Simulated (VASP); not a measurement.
Input of a VASP 6.6.1 run:

Contents of INCAR:

```
ALGO = Normal ; EDIFF = 1E-6
ENCUT = 520 ; GGA = PE
ISIF = 2 ; ISMEAR = 0
LASPH = T ; LCHARG = F
LREAL = F ; LWAVE = F
NBANDS = 34 ; NELM = 100
PREC = Accurate ; SIGMA = 0.1
```

KPOINTS

```
k-points
0
Gamma
  10 10 10
```

Contents of POSCAR:

```
NaTi2B6
1.0
    0.0000000000      3.5146850848      3.5146850848
    3.5146850848      0.0000000000      3.5146850848
    3.5146850848      3.5146850848      0.0000000000
Na Ti B
1 2 6
Direct
    0.0000000000      0.0000000000      0.0000000000
    0.2500000000      0.2500000000      0.2500000000
    0.7500000000      0.7500000000      0.7500000000
    0.6763416883      0.3236583117      0.3236583117
    0.3236583117      0.6763416883      0.6763416883
    0.3236583117      0.6763416883      0.3236583117
    0.6763416883      0.3236583117      0.6763416883
    0.3236583117      0.3236583117      0.6763416883
    0.6763416883      0.6763416883      0.3236583117
```

Potentials or basis: VASP PAW PBE potentials, release 64 (Na_pv, Ti_sv, B).

Launch:

```bash
$ cat potpaw_PBE.64/Na_pv/POTCAR potpaw_PBE.64/Ti_sv/POTCAR potpaw_PBE.64/B/POTCAR > POTCAR
$ mpirun -np 1 vasp_std > vasp.out
```

Q: Predict the largest force.

A: 0.008 eV/Å.

Q: Estimate the pressure.

A: 0.3 GPa.

Forces on the atoms (eV/Å):
```
Na   0.000  0.000  0.000
Ti   0.000  0.000  0.000
Ti   0.000  0.000  0.000
B   -0.008  0.000  0.000
B    0.008  0.000  0.000
B    0.000 -0.008  0.000
B    0.000  0.008  0.000
B    0.000  0.000 -0.008
B    0.000  0.000  0.008
```
